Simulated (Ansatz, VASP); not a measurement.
**Be: VASP beside Ansatz**

```xyz
4
Lattice="3.6703 0.0000 0.0000 0.0000 3.6703 0.0000 0.0000 0.0000 2.2347" Properties=species:S:1:pos:R:3 pbc="T T T"
Be    1.0916    1.0916    0.0000
Be    2.5787    2.5787    0.0000
Be    0.7436    2.9267    1.1174
Be    2.9267    0.7436    1.1174
```

Change from the starting cell: volume scaled by 0.94, crystal datasets.

Alike in both runs: task electric field gradients; functional PBEsol; k mesh 9 × 9 × 14; occupations fermi-dirac, width 0.05 eV; no spin polarisation.

|  | VASP | Ansatz |
| --- | --- | --- |
| version | VASP 6.6.1 | Ansatz 0.2.0 |
| potentials or method | VASP PAW PBE potentials, release 64 (Be), cutoff 520 eV | all-electron PAW with datasets made for the crystal, scalar-relativistic |

Ansatz gave:

* pressure (GPa): 6.8
* traceless stress, the component that is largest in VASP (GPa): -0.29
* rms of the force components (eV/Å): 0.022
* size of Vzz on the site where it differs most (V/Å²): 1.5

**Question.** Which values does VASP return?

**Answer.** Pressure (GPa): 7.3; traceless stress, the component that is largest in VASP (GPa): -0.28; rms of the force components (eV/Å): 0.024; size of Vzz on the site where it differs most (V/Å²): 1.8.

VASP's potentials were made for PBE, not for PBEsol. Atom by atom the forces differ by 0.002 eV/Å (rms over components). Ansatz ran all-electron here, and VASP with PAW potentials.
